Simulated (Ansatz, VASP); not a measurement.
Sb, level by level in two programs

```
Sb
1.0
    -1.87134    1.87134    1.87134
     1.87134   -1.87134    1.87134
     1.87134    1.87134   -1.87134
Sb
1
Cartesian
  0.0000 0.0000 0.0000
```

Single points on this cell with VASP 6.6.1 and Ansatz 0.2.0. Each row is one pair of runs. Alike in all rows: spin: off; k mesh: 5 × 5 × 5; smearing: fermi-dirac, width 0.05 eV.

```csv
level,"VASP's potentials, cutoff","Ansatz's potentials, cutoff","gap on the k mesh at the Fermi level (eV), VASP","gap on the k mesh at the Fermi level (eV), Ansatz"
PBE0,"VASP PAW PBE potentials, release 64 (Sb_d_GW), 400 eV","Ansatz PAW, 420 eV",none,none
HF,"VASP PAW PBE potentials, release 64 (Sb_d_GW), 400 eV","Ansatz PAW, 420 eV",none,none
r2SCAN0,"VASP PAW PBE potentials, release 64 (Sb_d_GW), 440 eV","Ansatz PAW, 500 eV",none,none
PBE-based screened hybrid,"VASP PAW PBE potentials, release 64 (Sb_d_GW), 400 eV","Ansatz PAW, 420 eV",none,none
PBEsol-based global hybrid,"VASP PAW PBE potentials, release 64 (Sb_d_GW), 400 eV","Ansatz PAW, 420 eV",none,none
```

A gap of «none» marks a metal or a gap that the smearing closes.

The k mesh is coarse, so the values compare programs but aren't converged. Neither program's run includes spin-orbit coupling.
